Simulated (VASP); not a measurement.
Wanted: the native input for a VASP 6.6.1 run.

```
Task                   : single point
Functional             : BLYP
Potentials or basis    : VASP PAW PBE potentials, release 64 (Pd_sv_GW, B)
Cutoff                 : 540 eV
k mesh                 : 9 × 6 × 5
Occupations            : fermi-dirac, width 0.05 eV
Spin                   : no spin polarisation
Dipole correction      : no
Further INCAR settings : ALGO = Normal; EDIFF = 1e-06; NBANDS = 46
```

The structure of BPd4 lies in POSCAR:

```
BPd4
1.0
    2.8920299704      0.0000000000      0.0000000000
    0.0000000000      4.3650077954      0.0000000000
    0.0000000000      0.0000000000      5.8563150000
Pd B
4 1
Direct
    0.5000000000      0.0000000000      0.1975780000
    0.0000000000      0.0000000000      0.6194700000
    0.0000000000      0.5000000000      0.3291640000
    0.5000000000      0.5000000000      0.8675610000
    0.5000000000      0.0000000000      0.8632270000
```

The input as run:

INCAR

```
PREC = Accurate
ENCUT = 540
EDIFF = 1E-6
ISMEAR = -1
SIGMA = 0.05
LREAL = F
LASPH = T
NELM = 120
ALGO = Normal
ISIF = 2
LWAVE = F
LCHARG = F
GGA = B5
ALDAX = 1.0
AGGAX = 1.0
AGGAC = 1.0
ALDAC = 0.0
NBANDS = 46
GGA_COMPAT = F
```

KPOINTS

```
regular mesh
0
Gamma
  9 6 5
```

Potentials or basis: VASP PAW PBE potentials, release 64 (Pd_sv_GW, B).

Command:

```sh
$ cat potpaw_PBE.64/Pd_sv_GW/POTCAR potpaw_PBE.64/B/POTCAR > POTCAR
$ mpirun -np 1 vasp_std > vasp.out
```

It gave:

| Item | Value |
| --- | --- |
| Pressure | 5.5 GPa |
| Largest force | 0.301 eV/Å |
| Band gap on the k mesh | zero (an odd number of electrons rules out a gap without spin polarisation) |

Caveat: the cell stands under pressure; the PAW data sets were made with another functional, which shifts forces and pressure a little.

Run time: 2.7 min on 1 thread of Intel(R) Xeon(R) 6975P-C (Granite Rapids), with other jobs on the host, peak memory 0.32 GiB.
